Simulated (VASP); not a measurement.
# W (Fm-3m) in VASP: a series of runs

The runs below take W through single point, relaxation of cell and atoms, with LDA.

All numbers are computed with VASP 6.6.1; they aren't measurements. Logs are shortened: lines on timing, memory, paths and dates and some standing lists are left out, and cuts for length are marked.

## Step 1: The cell of the first run

It takes space group Fm-3m (No. 225, cubic). Conventional cell: a = 3.948 Å, b = 3.948 Å, c = 3.948 Å, α = 90.00°, β = 90.00°, γ = 90.00°. W (site symmetry m-3m) has 12 W at 2.79 Å within 3.7 Å.

## Step 2: Single point, LDA (volume scaled by 0.98)

INCAR

```
SYSTEM = W
  PREC = Accurate
  ENCUT = 520
  EDIFF = 1E-6
  ISMEAR = -1
  SIGMA = 0.15
  LREAL = .False.
  LASPH = .True.
  NELM = 60
  ALGO = Normal
  ISIF = 2
  LWAVE = .False.
  LCHARG = .True.
  GGA = CA
  LELF = .True.
  LVHAR = .True.
  NBANDS = 13
```

KPOINTS

```
Automatic mesh
0
Gamma
  20 20 20
  0 0 0
```

POSCAR

```
W
1.0
    0.0000000000      1.9738262339      1.9738262339
    1.9738262339      0.0000000000      1.9738262339
    1.9738262339      1.9738262339      0.0000000000
W
1
Direct
    0.0000000000      0.0000000000      0.0000000000
```

Potentials or basis: VASP PAW LDA potentials, release 64 (W_sv).

Launch:

```
cat potpaw_LDA.64/W_sv/POTCAR > POTCAR
mpirun -np 1 vasp_std > vasp.out
```

OUTCAR:

```text
SYSTEM = W
   PREC = Accurate
   ENCUT = 520
   EDIFF = 1E-6
   ISMEAR = -1
   LREAL = .False.
   LASPH = .True.
   NELM = 60
   ISIF = 2
   GGA = CA

 ion  position               nearest neighbor table
   1  0.000  0.000  0.000-

  LATTYP: Found a face centered cubic cell.
 ALAT       =     3.9476524678

  Lattice vectors:

 A1 = (   0.0000000000,   1.9738262339,   1.9738262339)
 A2 = (   1.9738262339,   0.0000000000,   1.9738262339)
 A3 = (   1.9738262339,   1.9738262339,   0.0000000000)

Analysis of symmetry for initial positions (statically):
=====================================================================
 Subroutine PRICEL returns:
 Original cell was already a primitive cell.

 Routine SETGRP: Setting up the symmetry group for a
 face centered cubic supercell.

 Subroutine GETGRP returns: Found 48 space group operations
 (whereof 48 operations were pure point group operations)
 out of a pool of 48 trial point group operations.

The static configuration has the point symmetry O_h .

Analysis of symmetry for dynamics (positions and initial velocities):
=====================================================================
 Subroutine PRICEL returns:
 Original cell was already a primitive cell.

 Routine SETGRP: Setting up the symmetry group for a
 face centered cubic supercell.

 Subroutine GETGRP returns: Found 48 space group operations
 (whereof 48 operations were pure point group operations)
 out of a pool of 48 trial point group operations.

The dynamic configuration has the point symmetry O_h .

 Subroutine INISYM returns: Found 48 space group operations
 (whereof 48 operations are pure point group operations),
 and found     1 'primitive' translations

----------------------------------------------------------------------------------------

                                     Primitive cell

  volume of cell :      15.3800

  direct lattice vectors                    reciprocal lattice vectors
     0.000000000  1.973826234  1.973826234    -0.253315105  0.253315105  0.253315105
     1.973826234  0.000000000  1.973826234     0.253315105 -0.253315105  0.253315105
     1.973826234  1.973826234  0.000000000     0.253315105  0.253315105 -0.253315105

  length of vectors
     2.791411830  2.791411830  2.791411830     0.438754632  0.438754632  0.438754632

  position of ions in fractional coordinates (direct lattice)
     0.000000000  0.000000000  0.000000000

  ion indices of the primitive-cell ions
[... 80 lines left out ...]
   ISIF   =      2    stress and relaxation
   ISYM   =      2    0-nonsym 1-usesym 2-fastsym
   POTIM  = 0.5000    time-step for ionic-motion
   TEBEG  =    0.0;   TEEND  =   0.0 temperature during run
   PSTRESS=    0.0 pullay stress
   NELECT =      14.0000    total number of electrons
   NUPDOWN=      -1.0000    fix difference up-down
   EMIN   =  10.00;   EMAX   =-10.00  energy-range for DOS
   EFERMI =   0.00;   METHOD = LEGACY
   ISMEAR =    -1;   SIGMA  =   0.15  broadening in eV -4-tet -1-fermi 0-gaus
   EFERMI_NEDOS =   21; number of points for ismear=-14 and -15
   IALGO  =     38    algorithm
   IMIX   =      4    mixing-type and parameters
     AMIX     =   0.40;   BMIX     =  1.00
     AMIX_MAG =   1.60;   BMIX_MAG =  1.00
  volume/ion in A,a.u.               =      15.38       103.79
  Fermi-wavevector in a.u.,A,eV,Ry     =   1.586592  2.998224 34.249595  2.517274
  Thomas-Fermi vector in A             =   2.685880
   LORBIT       =      0    0 simple, 1 ext, 2 COOP (PROOUT), +10 PAW based schemes
   GGA     = CA    functional components
   LHFCALC =     F    Hartree Fock is set to
   AEXX    =    0.0000 exact exchange contribution
   IVDW    =     0    specifies the selected vdW correction
   LEPSILON=     F    determine dielectric tensor
   LRPA    =     F    only Hartree local field effects (RPA)
 non-spin polarized calculation
  energy-cutoff  :      520.00
  volume of cell :       15.38
 maximum number of plane-waves:       428
 NGX is ok and might be reduce to    24
   NGX = 11   NGY = 11   NGZ = 11

 number of electron      13.9999999 magnetization

 Free energy of the ion-electron system (eV)
  ---------------------------------------------------
  ext. energy  EPLUGINS =         0.00000000
  ---------------------------------------------------
  free energy    TOTEN  =       -13.64380335 eV

  energy without entropy =      -13.56224553  energy(sigma->0) =      -13.60302444

 E-fermi :  11.2985     XC(G=0): -13.9873

 val. band max:       11.2956863943   @ k =   0.2500   0.2000   0.0500
 cond. band min:      11.3198209184   @ k =   0.3500   0.3000   0.0000
 fundamental gap:      0.0241345241
 Fermi energy:        11.2984904166

 k-point     1 :       0.0000    0.0000    0.0000
  band No.  band energies     occupation
      1     -61.8269      2.00000
      2     -25.6087      2.00000
      3     -25.6087      2.00000
      4     -25.6087      2.00000
      5       2.0470      2.00000
      6      10.6081      1.98015
      7      10.6081      1.98015
      8      10.6081      1.98015
      9      14.0012      0.00000
     10      14.0012      0.00000
     11      24.2213      0.00000
     12      29.7011      0.00000
     13      29.7011      0.00000
[... 354 lines left out ...]
  band No.  band energies     occupation
      1     -61.7026      2.00000
      2     -26.8264      2.00000
      3     -25.8099      2.00000
      4     -25.7603      2.00000
      5       5.3720      2.00000
      6      10.4925      1.99076
      7      10.6344      1.97640
      8      10.6832      1.96745
      9      15.1950      0.00000
     10      16.1770      0.00000
     11      23.2652      0.00000
     12      26.7458      0.00000
     13      32.2206      0.00000

 [... further k-points ...]

------------------------ aborting loop because EDIFF is reached ----------------------------------------

  FORCE on cell =-STRESS in cart. coord.  units (eV):
  Direction    XX          YY          ZZ          XY          YZ          ZX
  --------------------------------------------------------------------------------------
  -------------------------------------------------------------------------------------
  Total        0.8152869      0.8152869      0.8152869     -0.0000000     -0.0000000     -0.0000000
  in kB       84.9306248     84.9306248     84.9306248     -0.0000000     -0.0000000     -0.0000000
  external PRESSURE =      84.9306248 kB  Pullay stress =       0.0000000 kB

 VOLUME and BASIS-vectors are now :
 -----------------------------------------------------------------------------
  energy-cutoff  :      520.00
  volume of cell :       15.38
      direct lattice vectors                 reciprocal lattice vectors
     0.000000000  1.973826234  1.973826234    -0.253315105  0.253315105  0.253315105
     1.973826234  0.000000000  1.973826234     0.253315105 -0.253315105  0.253315105
     1.973826234  1.973826234  0.000000000     0.253315105  0.253315105 -0.253315105

 POSITION                                       TOTAL-FORCE (eV/Angst)
 -----------------------------------------------------------------------------------
      0.00000      0.00000      0.00000         0.000000      0.000000      0.000000
 -----------------------------------------------------------------------------------
    total drift:                               -0.000000     -0.000000     -0.000000

  FREE ENERGIE OF THE ION-ELECTRON SYSTEM (eV)
  ---------------------------------------------------
  free  energy   TOTEN  =       -13.6438033519 eV

  energy  without entropy=      -13.5622455283  energy(sigma->0) =      -13.60302444
```

OSZICAR:

```text
N       E                     dE             d eps       ncg     rms          rms(c)
DAV:   1     0.835306848749E+02    0.83531E+02   -0.74250E+03  6685   0.123E+03
DAV:   2    -0.125695326308E+02   -0.96100E+02   -0.92444E+02  7446   0.315E+02
DAV:   3    -0.142485215562E+02   -0.16790E+01   -0.16701E+01  7411   0.399E+01
DAV:   4    -0.142552151310E+02   -0.66936E-02   -0.66932E-02  7531   0.278E+00
DAV:   5    -0.142552663269E+02   -0.51196E-04   -0.51196E-04  7396   0.232E-01    0.216E+01
DAV:   6    -0.137738892857E+02    0.48138E+00   -0.37854E-01  7106   0.792E+00    0.881E+00
DAV:   7    -0.136487504338E+02    0.12514E+00   -0.18237E-01  7406   0.514E+00    0.392E-01
DAV:   8    -0.136438236538E+02    0.49268E-02   -0.41712E-03  6806   0.886E-01    0.503E-02
DAV:   9    -0.136437984184E+02    0.25235E-04   -0.58815E-05  8057   0.876E-02    0.373E-02
DAV:  10    -0.136438033652E+02   -0.49467E-05   -0.43137E-06  7016   0.267E-02    0.372E-03
DAV:  11    -0.136438033519E+02    0.13298E-07   -0.58553E-08  3888   0.285E-03
   1 F= -.13643803E+02 E0= -.13603024E+02  d E =-.815578E-01
```

stdout:

```text
POSCAR found type information on POSCAR W
 POSCAR found :  1 types and       1 ions
 scaLAPACK will be used
 LDA part: xc-table for (Slater(with rela. corr.)+CA(PZ))
 , standard interpolation
 POSCAR, INCAR and KPOINTS ok, starting setup
 FFT: planning ... GRIDC
 FFT: planning ... GRID_SOFT
 FFT: planning ... GRID
 WAVECAR not read
 entering main loop
```

Run time: 33 s. Hardware: 1 thread of AMD EPYC 9R45 (Zen 5), shared host; peak memory 0.14 GiB.

Results:

| Property | Result |
| --- | --- |
| Free energy | -13.6438 eV |
| Pressure | 8.5 GPa |
| Band gap on the k mesh | zero (band 7 reaches 14.87 eV, above the bottom of band 8 at 10.61 eV) |

Caveat: the cell differs from its parent crystal (volume scaled by 0.98); spin-orbit coupling is left out, which moves the levels of the heavy elements.

## Step 3: Single point, LDA

This run uses another cell than the first one, of 15.69 Å³/atom, 1.020 times its volume.

INCAR

```
SYSTEM = W
ALGO     = Normal         ! electronic algorithm
EDIFF    = 1E-6           ! SCF threshold, eV
ENCUT    = 520            ! plane-wave cutoff, eV
ISIF     = 2              ! what is computed and relaxed
ISMEAR   = -1             ! smearing method
LASPH    = .TRUE.         ! aspherical terms in the spheres
LCHARG   = .FALSE.        ! write CHGCAR
LREAL    = .FALSE.        ! projectors in reciprocal space
LWAVE    = .FALSE.        ! write WAVECAR
NBANDS   = 13             ! bands
NELM     = 80             ! most SCF steps
PREC     = Accurate       ! precision mode
SIGMA    = 0.15           ! smearing width, eV
```

KPOINTS

```
k-points
0
G
  20 20 20
  0 0 0
```

POSCAR

```
W
1.0
    0.0000000000      1.9871633022      1.9871633022
    1.9871633022      0.0000000000      1.9871633022
    1.9871633022      1.9871633022      0.0000000000
W
1
Direct
    0.0000000000      0.0000000000      0.0000000000
```

Potentials or basis: VASP PAW LDA potentials, release 64 (W_sv).

Launch:

```
cat potpaw_LDA.64/W_sv/POTCAR > POTCAR
mpirun -np 1 vasp_std > vasp.out
```

Run time: 30 s. Hardware: 1 thread of AMD EPYC 9R45 (Zen 5), shared host; peak memory 0.13 GiB.

It converged, with:

- Free energy: -13.6540 eV
- Pressure: 1.8 GPa
- Band gap on the k mesh: zero (band 7 reaches 14.44 eV, above the bottom of band 8 at 10.34 eV)

Levels at points of the mesh, in eV from the Fermi level:
```tsv
k point	band 5	band 6	band 7	band 8	band 9	band 10
(0.00, 0.00, 0.00)	-9.15	-0.66	-0.66	-0.66	2.63	2.63
(0.50, 0.00, 0.00)	-5.84	-0.92	-0.92	0.92	5.31	5.31
(0.50, 0.50, 0.00)	-5.82	-4.82	3.44	5.25	6.11	6.11
```

Caveat: spin-orbit coupling is left out, which moves the levels of the heavy elements.

## Step 4: Single point, LDA (volume scaled by 1.02)

INCAR

```
SYSTEM = W
ALGO = Normal
EDIFF = 1E-6
ENCUT = 520
ISIF = 2
ISMEAR = -1
LASPH = .TRUE.
LCHARG = .FALSE.
LREAL = .FALSE.
LWAVE = .FALSE.
NBANDS = 13
NELM = 60
PREC = Accurate
SIGMA = 0.15
```

KPOINTS is that of step 3.

POSCAR

```
W
1.0
    0.0000000000      2.0003237076      2.0003237076
    2.0003237076      0.0000000000      2.0003237076
    2.0003237076      2.0003237076      0.0000000000
W
1
Direct
    0.0000000000      0.0000000000      0.0000000000
```

Launch:

```
cat potpaw_LDA.64/W_sv/POTCAR > POTCAR
mpirun -np 1 vasp_std > vasp.out
```

It took 29 s on 1 thread of AMD EPYC 9R45 (Zen 5), shared host; peak memory 0.14 GiB.

The run converged. Its results:

```yaml
Free_energy: -13.6518 eV
Pressure: -4.2 GPa
Band_gap_on_the_k_mesh: zero (band 7 reaches 14.04 eV, above the bottom of band 8 at 10.09 eV)
```

Levels at points of the mesh, in eV from the Fermi level:
```csv
k point,band 4,band 5,band 6,band 7,band 8,band 9,band 10,band 11
"(0.00, 0.00, 0.00)",-37.04,-9.05,-0.63,-0.63,-0.63,2.57,2.57,12.88
"(0.50, 0.00, 0.00)",-37.21,-5.73,-0.88,-0.88,0.85,5.16,5.16,10.65
"(0.50, 0.50, 0.00)",-37.50,-5.68,-4.69,3.32,5.11,5.94,5.94,12.00
```

Caveat: the cell differs from its parent crystal (volume scaled by 1.02); spin-orbit coupling is left out, which moves the levels of the heavy elements.

## Step 5: Relaxation of cell and atoms, LDA

This run uses another cell than the first one, of 15.67 Å³/atom, 1.019 times its volume.

INCAR

```
PREC = Accurate
ENCUT = 600
EDIFF = 1E-6
ISMEAR = -1
SIGMA = 0.15
LREAL = F
LASPH = T
NELM = 100
ALGO = Normal
ISIF = 3
LWAVE = F
LCHARG = F
GGA = CA
IBRION = 2
NSW = 80
EDIFFG = -0.001
```

KPOINTS

```
Automatic mesh
0
Gamma
  20 20 20
```

POSCAR

```
W
1.0
    0.0000000000      1.9862702909      1.9862702909
    1.9862702909      0.0000000000      1.9862702909
    1.9862702909      1.9862702909      0.0000000000
W
1
Direct
    0.0000000000      0.0000000000      0.0000000000
```

Launch:

```
cat potpaw_LDA.64/W_sv/POTCAR > POTCAR
mpirun -np 1 vasp_std > vasp.out
```

Wall time 59 s (1 thread of AMD EPYC 9R45 (Zen 5), shared host); peak memory 0.15 GiB.

It converged, with:

| Quantity | Value |
| --- | --- |
| Free energy | -13.6546 eV |
| Relaxed volume | 15.79 Å³/atom |
| Relaxed cell | a = 2.816 Å, b = 2.816 Å, c = 2.816 Å, α = 60.00°, β = 60.00°, γ = 60.00° |
| Space group after relaxing (to 0.05 Å) | Fm-3m (No. 225) |
| Energy gained by relaxing | 0.8 meV/atom |
| Ionic steps | 4 |
| Pressure after relaxing | 0.0 GPa |
| Band gap on the k mesh | zero (band 7 reaches 14.32 eV, above the bottom of band 8 at 10.27 eV) |

The path:
| step | energy change (eV) | largest force (eV/Å) | pressure (GPa) | volume (Å³) |
| --- | --- | --- | --- | --- |
| 1 | 0.0000 | 0.0000 | 2.30 | 15.67 |
| 2 | 0.0086 | 0.0000 | -7.38 | 16.19 |
| 3 | -0.0008 | 0.0000 | -0.04 | 15.79 |
| 4 | -0.0008 | 0.0000 | 0.00 | 15.79 |

Final structure:
```xyz
1
Lattice="0.0000 1.9911 1.9911 1.9911 0.0000 1.9911 1.9911 1.9911 0.0000" Properties=species:S:1:pos:R:3 pbc="T T T"
W     0.0000    0.0000    0.0000
```

Levels at points of the mesh, in eV from the Fermi level:
```csv
k point,band 3,band 4,band 5,band 6,band 7,band 8,band 9,band 10,band 11
"(0.00, 0.00, 0.00)",-36.99,-36.99,-9.12,-0.65,-0.65,-0.65,2.61,2.61,12.90
"(0.50, 0.00, 0.00)",-37.17,-37.17,-5.81,-0.91,-0.91,0.90,5.26,5.26,10.87
"(0.50, 0.50, 0.00)",-37.47,-37.47,-5.78,-4.79,3.40,5.21,6.06,6.06,12.13
```

Caveat: spin-orbit coupling is left out, which moves the levels of the heavy elements.

## Step 6: The runs side by side

```csv
task,cell,cutoff (eV),gap on the mesh (eV),pressure (GPa)
single point,"a = 2.791 Å, angles 60.0°, 1 atom",520,none,8.5
single point,"a = 2.810 Å, angles 60.0°, 1 atom",520,none,1.8
single point,"a = 2.829 Å, angles 60.0°, 1 atom",520,none,-4.2
relaxation of cell and atoms,"relaxed from a = 2.809 Å, angles 60.0°, 1 atom",600,none,0.0
```

Alike in all rows: level LDA; potentials or basis VASP PAW LDA potentials, release 64 (W_sv); no spin polarisation; k mesh 20 × 20 × 20; smearing fermi-dirac 0.15 eV.

Caveats: spin-orbit coupling is left out, which moves the levels of the heavy elements.

Total energies depend on the potentials used, so only differences within one code and one set of settings carry meaning.
